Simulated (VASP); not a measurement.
# CdS5 (C2) in VASP: notebook, part 2 of 2

VASP 6.6.1. The steps go on from the part before.

### 3 Single point, PBE

This run uses another cell than the first one: it holds 12 atoms, not 6.

Input file INCAR:

```
  ALGO = Normal
  EDIFF = 1E-7
  ENCUT = 520
  GGA = PE
  ISIF = 2
  ISMEAR = 0
  LASPH = True
  LCHARG = False
  LREAL = False
  LWAVE = False
  NBANDS = 54
  NELM = 80
  PREC = Accurate
  SIGMA = 0.1
```

Input file KPOINTS:

```
k-points
0
Gamma
  4 4 1
```

Input file POSCAR:

```
CdS5
1.0
   -2.9812331219      3.3194706827     -0.0243104739
   -2.9812331219     -3.3194706827     -0.0243104739
    0.5979438791      0.0000000000     17.7246926293
Cd S
2 10
Direct
    0.9677981723      0.0322018277      0.0000000000
    0.4677981723      0.5322018277      0.5000000000
    0.6304093129      0.1468697786      0.3356696360
    0.1304093129      0.6468697786      0.8356696360
    0.3122553005      0.1877446995      0.2500000000
    0.8122553005      0.6877446995      0.7500000000
    0.3531302214      0.8695906871      0.1643303640
    0.8531302214      0.3695906871      0.6643303640
    0.4766082220      0.1362012292      0.0719206885
    0.9766082220      0.6362012292      0.5719206885
    0.3637987708      0.0233917780      0.4280793115
    0.8637987708      0.5233917780      0.9280793115
```

Potentials or basis: VASP PAW PBE potentials, release 64 (Cd, S).

Command:

```sh
cat potpaw_PBE.64/Cd/POTCAR potpaw_PBE.64/S/POTCAR > POTCAR
mpirun -np 1 vasp_std > vasp.out
```

OUTCAR:

```text
EDIFF = 1E-7
   ENCUT = 520
   GGA = PE
   ISIF = 2
   ISMEAR = 0
   LASPH = True
   LREAL = False
   NELM = 80
   PREC = Accurate

 ion  position               nearest neighbor table
   1  0.968  0.032  0.000-   9 2.56  12 2.56  12 2.64   9 2.64
   2  0.468  0.532  0.500-  10 2.56  11 2.56  11 2.64  10 2.64
   3  0.630  0.147  0.336-   5 2.08  11 2.10
   4  0.130  0.647  0.836-   6 2.08  12 2.10
   5  0.312  0.188  0.250-   3 2.08   7 2.08
   6  0.812  0.688  0.750-   4 2.08   8 2.08
   7  0.353  0.870  0.164-   5 2.08   9 2.10
   8  0.853  0.370  0.664-   6 2.08  10 2.10
   9  0.477  0.136  0.072-   7 2.10   1 2.56   1 2.64
  10  0.977  0.636  0.572-   8 2.10   2 2.56   2 2.64
  11  0.364  0.023  0.428-   3 2.10   2 2.56   2 2.64
  12  0.864  0.523  0.928-   4 2.10   1 2.56   1 2.64
[... 9 lines left out ...]
 A1 = (  -2.9812331219,   3.3194706827,  -0.0243104739)
 A2 = (  -2.9812331219,  -3.3194706827,  -0.0243104739)
 A3 = (   0.5979438791,   0.0000000000,  17.7246926293)

[... 202 lines left out ...]
      3     -13.6381      2.00000
      4     -13.5499      2.00000
      5     -11.9726      2.00000
      6     -11.7629      2.00000
[... 388 lines left out ...]
     53       6.3955      0.00000
     54       6.4294      0.00000

------------------------ aborting loop because EDIFF is reached ----------------------------------------

  FORCE on cell =-STRESS in cart. coord.  units (eV):
  Direction    XX          YY          ZZ          XY          YZ          ZX
  --------------------------------------------------------------------------------------
  -------------------------------------------------------------------------------------
  Total       -0.2164288     -0.1122524     -0.8572658      0.0000000      0.0000000     -0.2291946
  in kB       -0.9887163     -0.5128052     -3.9162651      0.0000000      0.0000000     -1.0470345
  external PRESSURE =      -1.8059288 kB  Pullay stress =       0.0000000 kB

 VOLUME and BASIS-vectors are now :
 -----------------------------------------------------------------------------
  energy-cutoff  :      520.00
  volume of cell :      350.71
      direct lattice vectors                 reciprocal lattice vectors
    -2.981233122  3.319470683 -0.024310474    -0.167761984  0.150626424  0.005659464
    -2.981233122 -3.319470683 -0.024310474    -0.167761984 -0.150626424  0.005659464
     0.597943879  0.000000000 17.724692629    -0.000460191  0.000000000  0.056433992

 POSITION                                       TOTAL-FORCE (eV/Angst)
 -----------------------------------------------------------------------------------
     -2.98123      3.10568     -0.02431        -0.000000      0.007106      0.000000
     -2.68226     -0.21379      8.83804        -0.000000      0.007106      0.000000
     -2.11654      1.60510      5.93075         0.090141     -0.070667      0.002484
     -1.81757     -1.71438     14.79309         0.090141     -0.070667      0.002484
     -1.34113      0.41331      4.41902        -0.000000      0.095691      0.000000
     -4.02339      0.41331     13.25705        -0.000000      0.095691      0.000000
     -3.54696     -1.71438      2.88298        -0.090141     -0.070667     -0.002484
     -3.24798      1.60510     11.74533        -0.090141     -0.070667     -0.002484
     -1.78392      1.12997      1.25987         0.046905      0.019268      0.105899
     -4.46618      1.12997     10.09791         0.046905      0.019268      0.105899
     -0.89834      1.12997      7.57816        -0.046905      0.019268     -0.105899
     -3.58060      1.12997     16.41620        -0.046905      0.019268     -0.105899
 -----------------------------------------------------------------------------------
    total drift:                               -0.000000      0.000425      0.000000

  FREE ENERGIE OF THE ION-ELECTRON SYSTEM (eV)
  ---------------------------------------------------
  free  energy   TOTEN  =       -43.5118487342 eV

  energy  without entropy=      -43.5118487342  energy(sigma->0) =      -43.51184873
```

OSZICAR:

```text
N       E                     dE             d eps       ncg     rms          rms(c)
DAV:   1     0.563850512108E+03    0.56385E+03   -0.36553E+04   756   0.133E+03
DAV:   2     0.630195772450E+01   -0.55755E+03   -0.54160E+03   936   0.284E+02
DAV:   3    -0.437673276199E+02   -0.50069E+02   -0.49524E+02   888   0.856E+01
DAV:   4    -0.449009431373E+02   -0.11336E+01   -0.11225E+01   914   0.136E+01
DAV:   5    -0.449326976179E+02   -0.31754E-01   -0.31739E-01   886   0.227E+00    0.300E+01
DAV:   6    -0.436783026779E+02    0.12544E+01   -0.20976E+00  1000   0.114E+01    0.190E+01
DAV:   7    -0.435497553600E+02    0.12855E+00   -0.19346E+00   872   0.621E+00    0.241E+00
DAV:   8    -0.435136609387E+02    0.36094E-01   -0.38665E-01   828   0.437E+00    0.166E+00
DAV:   9    -0.435110145156E+02    0.26464E-02   -0.24899E-02   940   0.922E-01    0.479E-01
DAV:  10    -0.435115316144E+02   -0.51710E-03   -0.83193E-03   878   0.395E-01    0.133E-01
DAV:  11    -0.435116299396E+02   -0.98325E-04   -0.47572E-04   854   0.127E-01    0.989E-02
DAV:  12    -0.435117852523E+02   -0.15531E-03   -0.19453E-04   868   0.581E-02    0.416E-02
DAV:  13    -0.435118466186E+02   -0.61366E-04   -0.71915E-05   838   0.478E-02    0.344E-02
DAV:  14    -0.435118502727E+02   -0.36541E-05   -0.89813E-06   888   0.175E-02    0.190E-02
DAV:  15    -0.435118485146E+02    0.17582E-05   -0.30635E-06   890   0.701E-03    0.520E-03
DAV:  16    -0.435118487609E+02   -0.24640E-06   -0.73266E-07   842   0.349E-03    0.257E-03
DAV:  17    -0.435118487342E+02    0.26714E-07   -0.48722E-08   548   0.870E-04
   1 F= -.43511849E+02 E0= -.43511849E+02  d E =-.258437E-10
```

Wall time 1.8 min (1 thread of AMD EPYC 9R45 (Zen 5), shared host); peak memory 0.42 GiB.

Results:

```
Free energy            : -43.5118 eV
Pressure               : -0.2 GPa
Largest force          : 0.117 eV/Å
Band gap on the k mesh : 1.42 eV
```

Forces in eV/Å, atoms in the order of the input:
```
Cd   0.000  0.007  0.000
Cd   0.000  0.007  0.000
S    0.090 -0.071  0.002
S    0.090 -0.071  0.002
S    0.000  0.096  0.000
S    0.000  0.096  0.000
S   -0.090 -0.071 -0.002
S   -0.090 -0.071 -0.002
S    0.047  0.019  0.106
S    0.047  0.019  0.106
S   -0.047  0.019 -0.106
S   -0.047  0.019 -0.106
```

Caveat: an odd mesh through Γ misses points on the zone boundary, where band edges can lie.
